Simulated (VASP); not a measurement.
A run of VASP 6.6.1 is set up as follows.

File POSCAR:

```
Ta
1.0
    4.8493108846      0.0000000000      0.0000000000
   -2.4246554423      4.1996264169      0.0000000000
    0.0000000000      0.0000000000      2.7122333654
Ta
3
Direct
    1.0000000000      0.0000000000      0.0000000000
    0.3333333333      0.6666666667      0.5000000000
    0.6666666667      0.3333333333      0.5000000000
```

Contents of INCAR.step1:

```
PREC     = Accurate       # precision mode
ENCUT    = 520            # plane-wave cutoff, eV
ISMEAR   = -1             # smearing method
SIGMA    = 0.1            # smearing width, eV
LREAL    = False          # projectors in reciprocal space
LASPH    = True           # aspherical terms in the spheres
NELM     = 60             # most SCF steps
NBANDS   = 24             # bands
GGA      = PE             # functional
ALGO     = Normal         # electronic algorithm
EDIFF    = 1E-4           # SCF threshold, eV
LWAVE    = True           # write WAVECAR
LCHARG   = False          # write CHGCAR
```

INCAR.step2

```
PREC     = Accurate       # precision mode
ENCUT    = 520            # plane-wave cutoff, eV
EDIFF    = 1E-6           # SCF threshold, eV
ISMEAR   = -1             # smearing method
SIGMA    = 0.1            # smearing width, eV
LREAL    = False          # projectors in reciprocal space
LASPH    = True           # aspherical terms in the spheres
NELM     = 60             # most SCF steps
ALGO     = Normal         # electronic algorithm
ISIF     = 2              # what is computed and relaxed
LWAVE    = False          # write WAVECAR
LCHARG   = False          # write CHGCAR
METAGGA  = R2SCAN         # meta-GGA
LMIXTAU  = True         
NBANDS   = 24             # bands
ISTART   = 1
```

KPOINTS

```
regular mesh
0
Gamma
  10 10 15
```

Potentials or basis: VASP PAW PBE potentials, release 64 (Ta_pv).

Run with:

```sh
$ cat potpaw_PBE.64/Ta_pv/POTCAR > POTCAR
$ cp INCAR.step1 INCAR
$ mpirun -np 1 vasp_std > vasp.out
$ cp INCAR.step2 INCAR
$ mpirun -np 1 vasp_std > vasp.out
```

(1) What does it give for the band gap on the k mesh?

(2) What does it give for the pressure?

Answers

(1) zero (an odd number of electrons rules out a gap without spin polarisation).

(2) 0.5 GPa.

Caveat: the PAW data sets were made with another functional, which shifts forces and pressure a little; spin-orbit coupling is left out, which moves the levels of the heavy elements.
